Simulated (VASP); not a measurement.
# CO2 (Pna2_1) in VASP: settings compared

CO2 is run at these levels: PBE, r2SCAN; tasks: electric field gradients.

Program: VASP 6.6.1. These are calculated values, not measurements. Logs are shortened: lines on timing, memory, paths and dates and some standing lists are left out, and cuts for length are marked.

## 1. The cell of the first run

It takes space group Pna2_1 (No. 33, orthorhombic). The conventional cell has a = 10.995 Å, b = 3.767 Å, c = 5.583 Å, α = 90.00°, β = 90.00°, γ = 90.00°. C (site symmetry 1) has 2 O at 1.17 to 1.18 Å within 1.6 Å. O (site symmetry 1) has 1 C at 1.17 Å within 1.6 Å. O (site symmetry 1) has 1 C at 1.18 Å within 1.6 Å.

## 2. Electric field gradients, PBE

Input file INCAR:

```
PREC = Accurate
ENCUT = 520
EDIFF = 1E-8
ISMEAR = -1
SIGMA = 0.02
LREAL = False
LASPH = True
NELM = 100
ALGO = Normal
ISIF = 2
LWAVE = False
LCHARG = False
GGA = PE
LEFG = True
NBANDS = 44
```

Input file KPOINTS:

```
Automatic mesh
0
Gamma
  2 6 4
```

Input file POSCAR:

```
CO2
1.0
   10.9946670000      0.0000000000      0.0000000000
    0.0000000000      3.7668170000      0.0000000000
    0.0000000000      0.0000000000      5.5832640000
C O
4 8
Direct
    0.6637600000      0.2372820000      0.1022770000
    0.3362400000      0.7627180000      0.6022770000
    0.8362400000      0.7372820000      0.6022770000
    0.1637600000      0.2627180000      0.1022770000
    0.5654210000      0.3277110000      0.0486220000
    0.4345790000      0.6722890000      0.5486220000
    0.9345790000      0.8277110000      0.5486220000
    0.0654210000      0.1722890000      0.0486220000
    0.7625500000      0.1467420000      0.1571000000
    0.2374500000      0.8532580000      0.6571000000
    0.7374500000      0.6467420000      0.6571000000
    0.2625500000      0.3532580000      0.1571000000
```

Potentials or basis: VASP PAW PBE potentials, release 64 (C, O).

Command:

```
cat potpaw_PBE.64/C/POTCAR potpaw_PBE.64/O/POTCAR > POTCAR
mpirun -np 1 vasp_std > vasp.out
```

OUTCAR:

```text
PREC = Accurate
   ENCUT = 520
   EDIFF = 1E-8
   ISMEAR = -1
   LREAL = False
   LASPH = True
   NELM = 100
   ISIF = 2
   GGA = PE

 ion  position               nearest neighbor table
   1  0.664  0.237  0.102-   5 1.17   9 1.18
   2  0.336  0.763  0.602-   6 1.17  10 1.18
   3  0.836  0.737  0.602-   7 1.17  11 1.18
   4  0.164  0.263  0.102-   8 1.17  12 1.18
   5  0.565  0.328  0.049-   1 1.17
   6  0.435  0.672  0.549-   2 1.17
   7  0.935  0.828  0.549-   3 1.17
   8  0.065  0.172  0.049-   4 1.17
   9  0.763  0.147  0.157-   1 1.18
  10  0.237  0.853  0.657-   2 1.18
  11  0.737  0.647  0.657-   3 1.18
  12  0.263  0.353  0.157-   4 1.18

  LATTYP: Found a simple orthorhombic cell.
 ALAT       =     3.7668170000
 B/A-ratio  =     1.4822233201
 C/A-ratio  =     2.9188216470

  Lattice vectors:

 A1 = (   0.0000000000,   3.7668170000,   0.0000000000)
 A2 = (   0.0000000000,   0.0000000000,   5.5832640000)
 A3 = (  10.9946670000,   0.0000000000,   0.0000000000)

Analysis of symmetry for initial positions (statically):
=====================================================================
 Subroutine PRICEL returns:
 Original cell was already a primitive cell.

 Routine SETGRP: Setting up the symmetry group for a
 simple orthorhombic supercell.

 Subroutine GETGRP returns: Found  4 space group operations
 (whereof  1 operations were pure point group operations)
 out of a pool of  8 trial point group operations.

The static configuration has the point symmetry C_1 .
 The point group associated with its full space group is C_2v.

Analysis of symmetry for dynamics (positions and initial velocities):
=====================================================================
 Subroutine PRICEL returns:
 Original cell was already a primitive cell.

 Routine SETGRP: Setting up the symmetry group for a
 simple orthorhombic supercell.

 Subroutine GETGRP returns: Found  4 space group operations
 (whereof  1 operations were pure point group operations)
 out of a pool of  8 trial point group operations.

The dynamic configuration has the point symmetry C_1 .
[... 1311 lines left out ...]

 VOLUME and BASIS-vectors are now :
 -----------------------------------------------------------------------------
  energy-cutoff  :      520.00
  volume of cell :      231.23
      direct lattice vectors                 reciprocal lattice vectors
    10.994667000  0.000000000  0.000000000     0.090953187  0.000000000  0.000000000
     0.000000000  3.766817000  0.000000000     0.000000000  0.265476130  0.000000000
     0.000000000  0.000000000  5.583264000     0.000000000  0.000000000  0.179106702

 POSITION                                       TOTAL-FORCE (eV/Angst)
 -----------------------------------------------------------------------------------
      7.29782      0.89380      0.57104        -0.028088     -0.018915      0.024852
      3.69685      2.87302      3.36267         0.028088      0.018915      0.024852
      9.19418      2.77721      3.36267         0.028088     -0.018915      0.024852
      1.80049      0.98961      0.57104        -0.028088      0.018915      0.024852
      6.21662      1.23443      0.27147        -0.098118      0.030443     -0.007327
      4.77805      2.53239      3.06310         0.098118     -0.030443     -0.007327
     10.27538      3.11784      3.06310         0.098118      0.030443     -0.007327
      0.71928      0.64898      0.27147        -0.098118     -0.030443     -0.007327
      8.38398      0.55275      0.87713        -0.002546     -0.024658     -0.017525
      2.61068      3.21407      3.66876         0.002546      0.024658     -0.017525
      8.10802      2.43616      3.66876         0.002546     -0.024658     -0.017525
      2.88665      1.33066      0.87713        -0.002546      0.024658     -0.017525
 -----------------------------------------------------------------------------------
    total drift:                                0.000000      0.000000      0.002546

  FREE ENERGIE OF THE ION-ELECTRON SYSTEM (eV)
  ---------------------------------------------------
  free  energy   TOTEN  =       -92.0283766813 eV

  energy  without entropy=      -92.0283766813  energy(sigma->0) =      -92.02837668

 Electric field gradients (V/A^2)
---------------------------------------------------------------------
 ion       V_xx      V_yy      V_zz      V_xy      V_xz      V_yz
---------------------------------------------------------------------
   1     -37.943    18.537    19.406    19.776   -17.585     5.656
   2     -37.943    18.537    19.406    19.776    17.585    -5.656
   3     -37.943    18.537    19.406   -19.776    17.585     5.656
   4     -37.943    18.537    19.406   -19.776   -17.585    -5.656
   5      50.928   -23.211   -27.717   -26.265    24.056    -6.316
   6      50.928   -23.211   -27.717   -26.265   -24.056     6.316
   7      50.928   -23.211   -27.717    26.265   -24.056    -6.316
   8      50.928   -23.211   -27.717    26.265    24.056     6.316
   9      56.093   -26.449   -29.644   -28.917    26.979    -8.245
  10      56.093   -26.449   -29.644   -28.917   -26.979     8.245
  11      56.093   -26.449   -29.644    28.917   -26.979    -8.245
  12      56.093   -26.449   -29.644    28.917    26.979     8.245
---------------------------------------------------------------------

 Electric field gradients after diagonalization (V/A^2)
 (convention: |V_zz| > |V_xx| > |V_yy|)
----------------------------------------------------------------------
 ion       V_xx      V_yy      V_zz     asymmetry (V_yy - V_xx)/ V_zz
----------------------------------------------------------------------
   1      24.799    24.358   -49.156       0.009
   2      24.799    24.358   -49.156       0.009
   3      24.799    24.358   -49.156       0.009
   4      24.799    24.358   -49.156       0.009
   5     -34.785   -31.098    65.882       0.056
   6     -34.785   -31.098    65.882       0.056
   7     -34.785   -31.098    65.882       0.056
   8     -34.785   -31.098    65.882       0.056
   9     -37.432   -35.539    72.970       0.026
  10     -37.432   -35.539    72.970       0.026
  11     -37.432   -35.539    72.970       0.026
  12     -37.432   -35.539    72.970       0.026
----------------------------------------------------------------------

           NMR quadrupolar parameters

 Cq : quadrupolar parameter    Cq=e*Q*V_zz/h
 eta: asymmetry parameters     (V_yy - V_xx)/ V_zz
 Q  : nuclear electric quadrupole moment in mb (millibarn)
----------------------------------------------------------------------
 ion       Cq(MHz)       eta       Q (mb)
----------------------------------------------------------------------
   1      -0.119       0.009       1.000
   2      -0.119       0.009       1.000
   3      -0.119       0.009       1.000
   4      -0.119       0.009       1.000
   5       0.159       0.056       1.000
   6       0.159       0.056       1.000
   7       0.159       0.056       1.000
   8       0.159       0.056       1.000
   9       0.176       0.026       1.000
  10       0.176       0.026       1.000
  11       0.176       0.026       1.000
  12       0.176       0.026       1.000
----------------------------------------------------------------------
```

OSZICAR:

```text
N       E                     dE             d eps       ncg     rms          rms(c)
DAV:   1     0.455059560489E+03    0.45506E+03   -0.31970E+04  2112   0.128E+03
DAV:   2    -0.590170442115E+02   -0.51408E+03   -0.50158E+03  2780   0.315E+02
DAV:   3    -0.980696515399E+02   -0.39053E+02   -0.38784E+02  2512   0.922E+01
[... 11 lines left out ...]
DAV:  15    -0.920283765855E+02    0.49023E-06   -0.10168E-06  2136   0.650E-03    0.130E-03
DAV:  16    -0.920283765919E+02   -0.63528E-08   -0.12155E-07  2620   0.176E-03    0.757E-04
DAV:  17    -0.920283766957E+02   -0.10388E-06   -0.32466E-08  2012   0.103E-03    0.202E-04
DAV:  18    -0.920283766849E+02    0.10828E-07   -0.36912E-09  1068   0.324E-04    0.978E-05
DAV:  19    -0.920283766813E+02    0.36653E-08   -0.58128E-10  1056   0.162E-04
   1 F= -.92028377E+02 E0= -.92028377E+02  d E =-.378336E-12
```

stdout:

```text
POSCAR found type information on POSCAR C O
 POSCAR found :  2 types and      12 ions
 scaLAPACK will be used
 LDA part: xc-table for (Slater+PW92), standard interpolation
 POSCAR, INCAR and KPOINTS ok, starting setup
 FFT: planning ... GRIDC
 FFT: planning ... GRID_SOFT
 FFT: planning ... GRID
 WAVECAR not read
 entering main loop
ion   1
     0.0000266   -17.8059702    -5.0313503   -15.2672903    15.8245728    25.4279819
     0.0000367   -17.8059701    -5.0313503   -15.2672902    15.8245728    25.4279818
     0.0000505   -17.8059700    -5.0313502   -15.2672901    15.8245727    25.4279817
     0.0000695   -17.8059698    -5.0313502   -15.2672900    15.8245725    25.4279814

     0.0000266   -25.8844794    -7.3340419   -22.1463684    23.0020794    36.9486716
     0.0000367   -25.8844782    -7.3340416   -22.1463673    23.0020783    36.9486699
     0.0000505   -25.8844761    -7.3340410   -22.1463655    23.0020764    36.9486669
     0.0000695   -25.8844725    -7.3340400   -22.1463625    23.0020733    36.9486618
[... 106 lines left out ...]
     0.0000293   -18.6380680     5.3380340    16.7659881    17.6691770   -26.5342673
     0.0000403   -18.6380640     5.3380329    16.7659846    17.6691733   -26.5342616
     0.0000555   -18.6380573     5.3380310    16.7659785    17.6691669   -26.5342520
     0.0000765   -18.6380459     5.3380277    16.7659685    17.6691563   -26.5342359

ion  12
     0.0000293    -3.0898377    -0.8901508     2.9272728    -3.085
```

It took 4 min on 1 thread of Intel Xeon Platinum 8259CL at 2.50GHz (Skylake/Cascade Lake), shared host; peak memory 0.4 GiB.

Results:

* Free energy: -92.0284 eV
* Pressure: 0.3 GPa
* Largest force: 0.103 eV/Å
* Band gap on the k mesh: 6.45 eV, direct

Forces in eV/Å, atoms in the order of the input:
```
C   -0.028 -0.019  0.025
C    0.028  0.019  0.025
C    0.028 -0.019  0.025
C   -0.028  0.019  0.025
O   -0.098  0.030 -0.007
O    0.098 -0.030 -0.007
O    0.098  0.030 -0.007
O   -0.098 -0.030 -0.007
O   -0.003 -0.025 -0.018
O    0.003  0.025 -0.018
O    0.003 -0.025 -0.018
O   -0.003  0.025 -0.018
```

Stress tensor (GPa, compression positive):
```
0.48 0.00 0.00
0.00 0.18 0.00
0.00 0.00 0.14
```

Electric field gradients, principal values (V/Å²):
```csv
atom,least,middle,greatest (by size)
1 C,24.358,24.799,-49.156
2 C,24.358,24.799,-49.156
3 C,24.358,24.799,-49.156
4 C,24.358,24.799,-49.156
5 O,-31.098,-34.785,65.882
6 O,-31.098,-34.785,65.882
7 O,-31.098,-34.785,65.882
8 O,-31.098,-34.785,65.882
9 O,-35.539,-37.432,72.970
10 O,-35.539,-37.432,72.970
11 O,-35.539,-37.432,72.970
12 O,-35.539,-37.432,72.970
```

Caveat: without QUAD_EFG the Cq values of the log hold for a quadrupole moment of 1 mb, not for the nuclei. A k mesh can miss the band edges.

[end of part 1 of 2]
